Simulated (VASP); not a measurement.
# FeRe (P-6m2) in VASP: single point with LDA

Aim: the single point of FeRe with LDA.

Program: VASP 6.6.1. These are calculated values, not measurements. Logs are shortened: lines on timing, memory, paths and dates and some standing lists are left out, and cuts for length are marked.

## 1. The cell of the first run

Symmetry: P-6m2, No. 187, hexagonal system. Conventional cell: a = 2.689 Å, b = 2.689 Å, c = 4.140 Å, α = 90.00°, β = 90.00°, γ = 120.00°. Fe (site symmetry -6m2) has 6 Re at 2.59 Å and 6 Fe at 2.69 Å within 3.4 Å. Re (site symmetry -6m2) has 6 Fe at 2.59 Å and 6 Re at 2.69 Å within 3.4 Å.

## 2. Single point, LDA, collinear spin, ferromagnetic start

INCAR reads:

```
SYSTEM = FeRe
ALGO = Normal
EDIFF = 1E-6
ENCUT = 600
GGA = CA
GGA_COMPAT = .False.
ISIF = 2
ISMEAR = -1
ISPIN = 2
LASPH = .True.
LCHARG = .False.
LMAXMIX = 4
LORBIT = 11
LREAL = .False.
LWAVE = .False.
MAGMOM = 3 1.5
NBANDS = 26
NELM = 200
PREC = Accurate
SIGMA = 0.1
```

KPOINTS reads:

```
k-points
0
Gamma
  15 15 6
  0 0 0
```

POSCAR reads:

```
FeRe
1.0
    2.6887134566      0.0000000000      0.0000000000
   -1.3443567283      2.3284941569      0.0000000000
    0.0000000000      0.0000000000      4.1399290000
Fe Re
1 1
Direct
    0.6666666667      0.3333333333      0.5000000000
    0.3333333333      0.6666666667      0.0000000000
```

Potentials or basis: VASP PAW LDA potentials, release 64 (Fe_sv, Re_sv_GW).

On the command line:

```bash
$ cat potpaw_LDA.64/Fe_sv/POTCAR potpaw_LDA.64/Re_sv_GW/POTCAR > POTCAR
$ mpirun -np 1 vasp_std > vasp.out
```

OUTCAR:

```text
SYSTEM = FeRe
   EDIFF = 1E-6
   ENCUT = 600
   GGA = CA
   ISIF = 2
   ISMEAR = -1
   ISPIN = 2
   LASPH = .True.
   LORBIT = 11
   LREAL = .False.
   NELM = 200
   PREC = Accurate

 ion  position               nearest neighbor table
   1  0.667  0.333  0.500-   2 2.59   2 2.59   2 2.59   2 2.59   2 2.59   2 2.59
   2  0.333  0.667  0.000-   1 2.59   1 2.59   1 2.59   1 2.59   1 2.59   1 2.59

  LATTYP: Found a hexagonal cell.
 ALAT       =     2.6887134566
 C/A-ratio  =     1.5397434746

  Lattice vectors:

 A1 = (   2.6887134566,   0.0000000000,   0.0000000000)
 A2 = (  -1.3443567283,   2.3284941569,   0.0000000000)
 A3 = (   0.0000000000,   0.0000000000,   4.1399290000)

Analysis of symmetry for initial positions (statically):
=====================================================================
 Subroutine PRICEL returns:
 Original cell was already a primitive cell.

 Routine SETGRP: Setting up the symmetry group for a
 hexagonal supercell.

 Subroutine GETGRP returns: Found 12 space group operations
 (whereof 12 operations were pure point group operations)
 out of a pool of 24 trial point group operations.

The static configuration has the point symmetry D_3h.

Analysis of symmetry for dynamics (positions and initial velocities):
=====================================================================
 Subroutine PRICEL returns:
 Original cell was already a primitive cell.

 Routine SETGRP: Setting up the symmetry group for a
 hexagonal supercell.

 Subroutine GETGRP returns: Found 12 space group operations
 (whereof 12 operations were pure point group operations)
 out of a pool of 24 trial point group operations.

The dynamic configuration has the point symmetry D_3h.

Analysis of structural, dynamic, and magnetic symmetry:
=====================================================================
 Subroutine PRICEL returns:
 Original cell was already a primitive cell.

 Routine SETGRP: Setting up the symmetry group for a
 hexagonal supercell.

 Subroutine GETGRP returns: Found 12 space group operations
 (whereof 12 operations were pure point group operations)
 out of a pool of 24 trial point group operations.

The overall configuration has the point symmetry D_3h.

 Subroutine INISYM returns: Found 12 space group operations
 (whereof 12 operations are pure point group operations),
 and found     1 'primitive' translations

----------------------------------------------------------------------------------------

                                     Primitive cell

  volume of cell :      25.9187

  direct lattice vectors                    reciprocal lattice vectors
     2.688713457  0.000000000  0.000000000     0.371925092  0.214731052  0.000000000
    -1.344356728  2.328494157  0.000000000     0.000000000  0.429462104  0.000000000
     0.000000000  0.000000000  4.139929000     0.000000000  0.000000000  0.241550036

  length of vectors
     2.688713457  2.688713457  4.139929000     0.429462104  0.429462104  0.241550036

  position of ions in fractional coordinates (direct lattice)
     0.666666667  0.333333333  0.500000000
     0.333333333  0.666666667  0.000000000

  ion indices of the primitive-cell ions
   primitive index   ion index
                 1           1
                 2           2

----------------------------------------------------------------------------------------

 KPOINTS: k-points

Automatic generation of k-mesh.
 Grid dimensions read from file:
 generate k-points for:   15   15    6

 Generating k-lattice:

  Cartesian coordinates                     Fractional coordinates (reciprocal lattice)
     0.024795006  0.014315403  0.000000000     0.066666667  0.000000000  0.000000000
     0.000000000  0.028630807  0.000000000     0.000000000  0.066666667  0.000000000
     0.000000000  0.000000000  0.040258339     0.000000000  0.000000000  0.166666667

  Length of vectors
     0.028630807  0.028630807  0.040258339

  Shift w.r.t. Gamma in fractional coordinates (k-lattice)
     0.000000000  0.000000000  0.000000000

 Subroutine IBZKPT returns following result:
 ===========================================

 Found    108 irreducible k-points:

 Following reciprocal coordinates:
            Coordinates               Weight
  0.000000  0.000000  0.000000      1.000000
  0.066667  0.000000  0.000000      6.000000
  0.133333 -0.000000  0.000000      6.000000
  0.200000  0.000000  0.000000      6.000000
  0.266667 -0.000000  0.000000      6.000000
  0.333333  0.000000  0.000000      6.000000
[... 16 lines left out ...]
  0.333333  0.200000  0.000000     12.000000
  0.400000  0.200000  0.000000      6.000000
 [... further k-points ...]
   k-points           NKPTS =    108   k-points in BZ     NKDIM =    108   number of bands    NBANDS=     26
   number of dos      NEDOS =    301   number of ions     NIONS =      2
   total plane-waves  NPLWV =  20736
   dimension x,y,z NGX =    24 NGY =   24 NGZ =   36
   dimension x,y,z NGXF=    48 NGYF=   48 NGZF=   72
   ions per type =               1   1
   NGX,Y,Z   is equivalent  to a cutoff of  14.84, 14.84, 14.46 a.u.
   NGXF,Y,Z  is equivalent  to a cutoff of  29.68, 29.68, 28.91 a.u.
 SYSTEM =  FeRe
   PREC   = accura    normal or accurate (medium, high low for compatibility)
   ISTART =      0    job   : 0-new  1-cont  2-samecut
   ICHARG =      2    charge: 1-file 2-atom 10-const
   ISPIN  =      2    spin polarized calculation?
   LNONCOLLINEAR =      F non collinear calculations
   LSORBIT =      F    spin-orbit coupling
   LASPH  =      T    aspherical Exc in radial PAW
   ENCUT  =  600.0 eV  44.10 Ry    6.64 a.u.   5.37  5.37  8.27*2*pi/ulx,y,z
   NELM   =    200;   NELMIN=  2; NELMDL= -5     # of ELM steps
   EDIFF  = 0.1E-05   stopping-criterion for ELM
   LREAL  =      F    real-space projection
   EDIFFG = 0.1E-04   stopping-criterion for IOM
   NSW    =      0    number of steps for IOM
   IBRION =     -1    ionic relax: 0-MD 1-quasi-New 2-CG
   NFREE  =      0    steps in history (QN), initial steepest desc. (CG)
   ISIF   =      2    stress and relaxation
   ISYM   =      2    0-nonsym 1-usesym 2-fastsym
   POTIM  = 0.5000    time-step for ionic-motion
   TEBEG  =    0.0;   TEEND  =   0.0 temperature during run
   PSTRESS=    0.0 pullay stress
   NELECT =      31.0000    total number of electrons
   NUPDOWN=      -1.0000    fix difference up-down
   EMIN   =  10.00;   EMAX   =-10.00  energy-range for DOS
   EFERMI =   0.00;   METHOD = LEGACY
   ISMEAR =    -1;   SIGMA  =   0.10  broadening in eV -4-tet -1-fermi 0-gaus
   EFERMI_NEDOS =   21; number of points for ismear=-14 and -15
   IALGO  =     38    algorithm
   IMIX   =      4    mixing-type and parameters
     AMIX     =   0.40;   BMIX     =  1.00
     AMIX_MAG =   1.60;   BMIX_MAG =  1.00
  volume/ion in A,a.u.               =      12.96        87.45
  Fermi-wavevector in a.u.,A,eV,Ry     =   1.737766  3.283901 41.087274  3.019829
  Thomas-Fermi vector in A             =   2.810927
   LORBIT       =     11    0 simple, 1 ext, 2 COOP (PROOUT), +10 PAW based schemes
   GGA     = CA    functional components
   LHFCALC =     F    Hartree Fock is set to
   AEXX    =    0.0000 exact exchange contribution
   IVDW    =     0    specifies the selected vdW correction
   LEPSILON=     F    determine dielectric tensor
   LRPA    =     F    only Hartree local field effects (RPA)
 spin polarized calculation
  energy-cutoff  :      600.00
  volume of cell :       25.92
 maximum number of plane-waves:       887
 NGX is ok and might be reduce to    24
   NGX = 11   NGY = 11   NGZ = 17

 number of electron      30.9999999 magnetization       0.3876731

 number of electron      30.9999999 magnetization      -0.0011429

 Free energy of the ion-electron system (eV)
  ---------------------------------------------------
  ext. energy  EPLUGINS =         0.00000000
  ---------------------------------------------------
  free energy    TOTEN  =       -24.69500119 eV

  energy without entropy =      -24.62880911  energy(sigma->0) =      -24.66190515

 E-fermi :  12.4401     XC(G=0): -14.3210

 val. band max:       12.4383869941   @ k =   0.2667   0.0667   0.0000
 cond. band min:      12.4481099011   @ k =   0.2000   0.2000   0.3333
 fundamental gap:      0.0097229071
 Fermi energy:        12.4400967790

 spin component 1

 k-point     1 :       0.0000    0.0000    0.0000
  band No.  band energies     occupation
      1     -73.4472      1.00000
      2     -67.2138      1.00000
      3     -40.1191      1.00000
      4     -39.9137      1.00000
      5     -39.9137      1.00000
      6     -29.3206      1.00000
[... 18 lines left out ...]
     25      33.9952      0.00000
     26      33.9952      0.00000
[... 644 lines left out ...]
      4     -40.0671      1.00000
      5     -39.9943      1.00000
      6     -29.7168      1.00000
[... 18 lines left out ...]
     25      29.5517      0.00000
     26      30.0798      0.00000

 [... further k-points ...]

 spin component 2

 k-point     1 :       0.0000    0.0000    0.0000
  band No.  band energies     occupation
      1     -73.4488      1.00000
      2     -67.2137      1.00000
      3     -40.1204      1.00000
      4     -39.9154      1.00000
      5     -39.9154      1.00000
      6     -29.3205      1.00000
[... 18 lines left out ...]
     25      33.9949      0.00000
     26      33.9949      0.00000
[... 644 lines left out ...]
      4     -40.0687      1.00000
      5     -39.9960      1.00000
      6     -29.7166      1.00000
[... 18 lines left out ...]
     25      29.5516      0.00000
     26      30.0797      0.00000

 [... further k-points ...]

------------------------ aborting loop because EDIFF is reached ----------------------------------------

  FORCE on cell =-STRESS in cart. coord.  units (eV):
  Direction    XX          YY          ZZ          XY          YZ          ZX
  --------------------------------------------------------------------------------------
  -------------------------------------------------------------------------------------
  Total       -3.3550406     -3.3550406     -3.1052704      0.0000000      0.0000000     -0.0000000
  in kB     -207.3938142   -207.3938142   -191.9541195      0.0000000      0.0000000     -0.0000000
  external PRESSURE =    -202.2472493 kB  Pullay stress =       0.0000000 kB

 VOLUME and BASIS-vectors are now :
 -----------------------------------------------------------------------------
  energy-cutoff  :      600.00
  volume of cell :       25.92
      direct lattice vectors                 reciprocal lattice vectors
     2.688713457  0.000000000  0.000000000     0.371925092  0.214731052  0.000000000
    -1.344356728  2.328494157  0.000000000     0.000000000  0.429462104  0.000000000
     0.000000000  0.000000000  4.139929000     0.000000000  0.000000000  0.241550036

 POSITION                                       TOTAL-FORCE (eV/Angst)
 -----------------------------------------------------------------------------------
      1.34436      0.77616      2.06996        -0.000000     -0.000000      0.000000
     -0.00000      1.55233      0.00000         0.000000      0.000000      0.000000
 -----------------------------------------------------------------------------------
    total drift:                                0.000000     -0.000000      0.000000

  FREE ENERGIE OF THE ION-ELECTRON SYSTEM (eV)
  ---------------------------------------------------
  free  energy   TOTEN  =       -24.6950011854 eV

  energy  without entropy=      -24.6288091100  energy(sigma->0) =      -24.66190515

 total charge

# of ion       s       p       d       f       tot
--------------------------------------------------
    1        2.180   6.036   5.552   0.000  13.768
    2        3.789   6.060   4.102   0.064  14.014
--------------------------------------------------
tot          5.969  12.095   9.654   0.064  27.782

 magnetization (x)

# of ion       s       p       d       f       tot
--------------------------------------------------
    1       -0.000  -0.000  -0.001   0.000  -0.001
    2       -0.000   0.000   0.000   0.000   0.000
--------------------------------------------------
tot         -0.000   0.000  -0.001   0.000  -0.001
```

It took 2.5 min on 1 thread of Intel Xeon Platinum 8488C (Sapphire Rapids), shared host; peak memory 0.27 GiB.

Results:

| Quantity | Value |
| --- | --- |
| Free energy | -24.6950 eV |
| Pressure | -20.2 GPa |
| Net moment | 0.00 μB per cell |
| Valence electrons inside the program's atomic spheres | Fe 13.77; Re 14.01 |

Caveat: the cell stands under tension; spin-orbit coupling is left out, which moves the levels of the heavy elements.
